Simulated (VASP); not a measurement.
Here is a VASP 6.6.1 calculation.

INCAR

```
PREC = Accurate
ENCUT = 520
EDIFF = 1E-6
ISMEAR = 0
SIGMA = 0.15
LREAL = F
LASPH = T
NELM = 100
ALGO = Fast
ISIF = 2
LWAVE = F
LCHARG = T
GGA = PE
LELF = T
LVHAR = T
NBANDS = 19
```

Contents of KPOINTS:

```
regular mesh
0
Gamma
  18 18 10
```

Contents of POSCAR:

```
Zr
1.0
    3.2319982225      0.0000000000      0.0000000000
   -1.6159991112      2.7989925657      0.0000000000
    0.0000000000      0.0000000000      5.1470000000
Zr
2
Direct
    0.0405082461      0.4523038251      0.2500000000
    0.6666666667      0.3333333333      0.7500000000
```

Potentials or basis: VASP PAW PBE potentials, release 64 (Zr_sv).

Launch:

```sh
$ cat potpaw_PBE.64/Zr_sv/POTCAR > POTCAR
$ mpirun -np 1 vasp_std > vasp.out
```

(1) Predict the largest force.

(2) Predict the pressure.

(3) Estimate the band gap on the k mesh.

## Answers

(1) 0.950 eV/Å.

(2) -1.0 GPa.

(3) zero (bands 12 and 13 overlap by 1.88 eV).

Caveat: the cell differs from its parent crystal (atom 1 (Zr) moved by (-0.600, -0.600) A along x and y); the stress differs along the axes, from -4 to 2 GPa.
